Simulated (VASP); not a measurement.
Here is a VASP 6.6.1 calculation.

The input INCAR:

```
PREC = Accurate
ENCUT = 520
EDIFF = 1E-7
ISMEAR = -1
SIGMA = 0.05
LREAL = F
LASPH = T
NELM = 150
ALGO = Fast
ISIF = 2
LWAVE = F
LCHARG = F
LNONCOLLINEAR = T
MAGMOM = 0 0 0 0 0 0 0 0 0 0 0 0
LORBIT = 11
LSORBIT = T
GGA_COMPAT = F
LORBMOM = T
GGA = PS
NBANDS = 58
```

KPOINTS

```
Automatic mesh
0
Gamma
  6 6 6
```

File POSCAR:

```
In3As
1.0
    4.6716810000      0.0000000000      0.0000000000
    0.0000000000      4.6716810000      0.0000000000
    0.0000000000      0.0000000000      4.6716810000
In As
3 1
Direct
    0.5000000000      0.5000000000      0.0000000000
    0.5000000000      0.0000000000      0.5000000000
    0.0000000000      0.5000000000      0.5000000000
    0.0000000000      0.0000000000      0.0000000000
```

Potentials or basis: VASP PAW PBE potentials, release 64 (In_d, As).

The run is started by

```console
$ cat potpaw_PBE.64/In_d/POTCAR potpaw_PBE.64/As/POTCAR > POTCAR
$ mpirun -np 1 vasp_ncl > vasp.out
```

Problem. Predict the pressure.

Solution. -2.4 GPa.

Problem. Estimate the net moment.

Solution. 0.00 μB per cell.

Moments on the atoms (μB; x, y, z):
```
In  0.00 0.00 0.00
In  0.00 0.00 0.00
In  0.00 0.00 0.00
As  0.00 0.00 0.00
```

Caveat: the PAW data sets were made with another functional, which shifts forces and pressure a little.
